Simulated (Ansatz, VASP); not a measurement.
## HfO2 in VASP and in Ansatz

Contents of INCAR:

```
SYSTEM = HfO2
PREC = Accurate
ENCUT = 520
EDIFF = 1E-6
ISMEAR = 0
SIGMA = 0.02
LREAL = .FALSE.
LASPH = .TRUE.
NELM = 60
ALGO = Normal
ISIF = 2
LWAVE = .FALSE.
LCHARG = .TRUE.
GGA = PE
LELF = .TRUE.
LVHAR = .TRUE.
NBANDS = 31
```

The input KPOINTS:

```
regular mesh
0
G
  6 6 8
  0 0 0
```

File POSCAR:

```
HfO2
1.0
    4.6937062552      0.0000000000      0.0000000000
    0.0000000000      4.6937062552      0.0000000000
    0.0000000000      0.0000000000      3.1712660916
Hf O
2 4
Direct
    0.0000000000      0.0000000000      0.0000000000
    0.5000000000      0.5000000000      0.5000000000
    0.1955815310      0.8044184690      0.5000000000
    0.3044184690      0.3044184690      0.0000000000
    0.6955815310      0.6955815310      0.0000000000
    0.8044184690      0.1955815310      0.5000000000
```

Input for Ansatz:

```yaml
crystal:
  lattice:
    - [4.6937062552, 0.0, 0.0]
    - [0.0, 4.6937062552, 0.0]
    - [0.0, 0.0, 3.1712660916]
  atoms:
    - { symbol: Hf, position: [0.0, 0.0, 0.0] }
    - { symbol: Hf, position: [0.5, 0.5, 0.5] }
    - { symbol: O, position: [0.195581531, 0.804418469, 0.5] }
    - { symbol: O, position: [0.304418469, 0.304418469, 0.0] }
    - { symbol: O, position: [0.695581531, 0.695581531, 0.0] }
    - { symbol: O, position: [0.804418469, 0.195581531, 0.5] }
basis:
  ecutwfc: 420
kpoints:
  mp_grid: { grid: [6, 6, 8] }
  band_path: { path: [VBM, CBM], npoints: 2 }
hamiltonian:
  xc: pbe
scf:
  occupations: { method: gaussian, width: 0.02 }
output:
  forces: true
  stress: true
  eigenvalues: true
checkpoint:
  read: start.run
  write: ck
  compress: false
  write_wavefunctions: false
  write_every: 100000
```

Alike in both runs: task single point; functional PBE; k mesh 6 × 6 × 8; occupations gaussian, width 0.02 eV; no spin polarisation.

```csv
,VASP,Ansatz
version,VASP 6.6.1,Ansatz 0.2.0
potentials or method,"VASP PAW PBE potentials, release 64 (Hf_pv, O), cutoff 520 eV","scalar-relativistic, plane waves, PAW"
valence electrons in the cell,44,76
```

```tsv
	VASP	Ansatz	Ansatz less VASP
gap on the k mesh at the Fermi level (eV)	4.20	4.25	+0.058
least direct gap on the mesh (eV)	4.20	4.25	+0.058
pressure (GPa)	21.8	25.0	+3.23
traceless stress, the component that is largest in VASP (GPa)	-0.50	0.01	+0.509
rms of the force components (eV/Å)	0.022	0.000	-0.0220
```

Atom by atom the forces differ by 0.022 eV/Å (rms over components). VASP's potentials hold 44 valence electrons a cell and Ansatz's 76, so a difference there can come from the potentials and not from the codes.

Neither program's run includes spin-orbit coupling.
